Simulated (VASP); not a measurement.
Wanted: the native input for a VASP 6.6.1 run.

```yaml
Task: single point
Functional: revPBE
Potentials_or_basis: VASP PAW PBE potentials, release 64 (Ir)
Cutoff: 520 eV
k_mesh: 12 × 12 × 12
Occupations: fermi-dirac, width 0.05 eV
Spin: no spin polarisation
Dipole_correction: no
Further_INCAR_settings: ALGO = Normal; EDIFF = 1e-06; NBANDS = 10
```

The structure of Ir lies in POSCAR:

```
Ir
1.0
    0.0000000000      1.9402216130      1.9402216130
    1.9402216130      0.0000000000      1.9402216130
    1.9402216130      1.9402216130      0.0000000000
Ir
1
Direct
    0.0000000000      0.0000000000      0.0000000000
```

These files were run (other wordings do the same):

INCAR

```
PREC = Accurate
ENCUT = 520
EDIFF = 1E-6
ISMEAR = -1
SIGMA = 0.05
LREAL = False
LASPH = True
NELM = 80
ALGO = Normal
ISIF = 2
LWAVE = False
LCHARG = False
GGA = RE
NBANDS = 10
```

KPOINTS

```
Automatic mesh
0
Gamma
  12 12 12
```

Potentials or basis: VASP PAW PBE potentials, release 64 (Ir).

Launch:

```bash
$ cat potpaw_PBE.64/Ir/POTCAR > POTCAR
$ mpirun -np 1 vasp_std > vasp.out
```

Results of the run:

```yaml
Pressure: 0.4 GPa
```

Caveat: the PAW data sets were made with another functional, which shifts forces and pressure a little.

Wall time 6.9 s on 1 thread of Intel(R) Xeon(R) Platinum 8375C CPU @ 2.90GHz (Ice Lake), with other jobs on the host, peak memory 0.13 GiB.
